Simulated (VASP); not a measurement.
Here is a VASP 6.6.1 calculation.

Contents of INCAR:

```
PREC = Accurate
ENCUT = 600
EDIFF = 1E-6
ISMEAR = 0
SIGMA = 0.1
LREAL = F
LASPH = T
NELM = 60
ALGO = Normal
ISIF = 3
LWAVE = F
LCHARG = F
GGA = PE
IBRION = 2
NSW = 100
EDIFFG = -0.01
```

Contents of KPOINTS:

```
Automatic mesh
0
Gamma
  10 10 10
```

Contents of POSCAR:

```
Al3Si2B
1.0
    0.0000000000      4.5918615445      5.0955865954
    2.3956796188      0.0000000000      5.0955865954
    2.3956796188      4.5918615445      0.0000000000
Al Si B
3 2 1
Direct
    0.2059606350      0.2059606350      0.7940393650
    0.7940393650      0.7940393650      0.2059606350
    0.5000000000      0.5000000000      0.5000000000
    0.7884482704      0.2115517296      0.7884482704
    0.2115517296      0.7884482704      0.2115517296
    0.0000000000      0.0000000000      0.0000000000
```

Potentials or basis: VASP PAW PBE potentials, release 64 (Al, Si, B).

Command:

```bash
$ cat potpaw_PBE.64/Al/POTCAR potpaw_PBE.64/Si/POTCAR potpaw_PBE.64/B/POTCAR > POTCAR
$ mpirun -np 1 vasp_std > vasp.out
```

Question: Estimate the band gap on the k mesh.

Answer: Zero (bands 10 and 11 overlap by 2.17 eV).

Question: Predict the relaxed cell.

Answer: a = 6.925 Å, b = 5.682 Å, c = 5.187 Å, α = 79.01°, β = 53.66°, γ = 47.33°.

Final structure:
```
CELL_PARAMETERS angstrom
0.00000 4.61363 5.16416
2.37035 0.00000 5.16416
2.37035 4.61363 0.00000
ATOMIC_POSITIONS crystal
Al 0.20336 0.20336 0.79664
Al 0.79664 0.79664 0.20336
Al 0.50000 0.50000 0.50000
Si 0.78829 0.21171 0.78829
Si 0.21171 0.78829 0.21171
B 0.00000 0.00000 0.00000
```
